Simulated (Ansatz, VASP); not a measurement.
# Sr in VASP and in Ansatz

The input POSCAR:

```
Sr
1.0
    0.0000000000      3.0823855122      3.0823855122
    3.0823855122      0.0000000000      3.0823855122
    3.0823855122      3.0823855122      0.0000000000
Sr
1
Direct
    0.0000000000      0.0000000000      0.0000000000
```

Contents of INCAR.step1:

```
SYSTEM = Sr
ALGO = Normal ; EDIFF = 1E-5
ENCUT = 520 ; GGA = PE
ISIF = 2 ; ISMEAR = -1
LASPH = .TRUE. ; LREAL = .FALSE.
LWAVE = .TRUE. ; NBANDS = 11
NELM = 80 ; PREC = Accurate
SIGMA = 0.05
```

INCAR.step2

```
SYSTEM = Sr
ALGO = Normal ; EDIFF = 1E-7
ENCUT = 520 ; GGA = PE
HFSCREEN = 0.2079 ; ISIF = 2
ISMEAR = -1 ; ISTART = 1
LASPH = .TRUE. ; LCHARG = .TRUE.
LELF = .TRUE. ; LHFCALC = .TRUE.
LREAL = .FALSE. ; LVHAR = .TRUE.
LWAVE = .FALSE. ; NBANDS = 11
NELM = 80 ; PREC = Accurate
PRECFOCK = Normal ; SIGMA = 0.05
```

KPOINTS

```
k-points
0
G
  4 4 4
  0 0 0
```

input

```
crystal:
  lattice:
    - [0.0, 3.0823855122, 3.0823855122]
    - [3.0823855122, 0.0, 3.0823855122]
    - [3.0823855122, 3.0823855122, 0.0]
  atoms:
    - { symbol: Sr, position: [0.0, 0.0, 0.0] }
hamiltonian:
  xc: hse06
  pseudopotentials: { kind: paw }
kpoints:
  mp_grid: { grid: [4, 4, 4] }
scf:
  occupations: { method: fermi_dirac, width: 0.05 }
output:
  forces: true
  stress: true
  eigenvalues: true
  write_density: true
  write_potential: true
  elf: true
  volumetric_format: npy
```

Alike in both runs: task single point; functional HSE06; k mesh 4 × 4 × 4; occupations fermi-dirac, width 0.05 eV; no spin polarisation.

|  | VASP | Ansatz |
| --- | --- | --- |
| version | VASP 6.6.1 | Ansatz 0.2.0 |
| potentials or method | VASP PAW PBE potentials, release 64 (Sr_sv) | Ansatz PAW |
| plane-wave cutoff (eV) | 520 | 420 |
| valence electrons in the cell | 10 | 10 |

|  | VASP | Ansatz | Ansatz less VASP |
| --- | --- | --- | --- |
| gap on the k mesh at the Fermi level (eV) | none | none | - |
| pressure (GPa) | -0.1 | -0.1 | +0.01 |

A gap of «none» marks a metal or a gap that the smearing closes. With one functional, cell and mesh, what is left measures potentials, basis and numerics.

The k mesh is coarse, so the values compare programs but aren't converged.
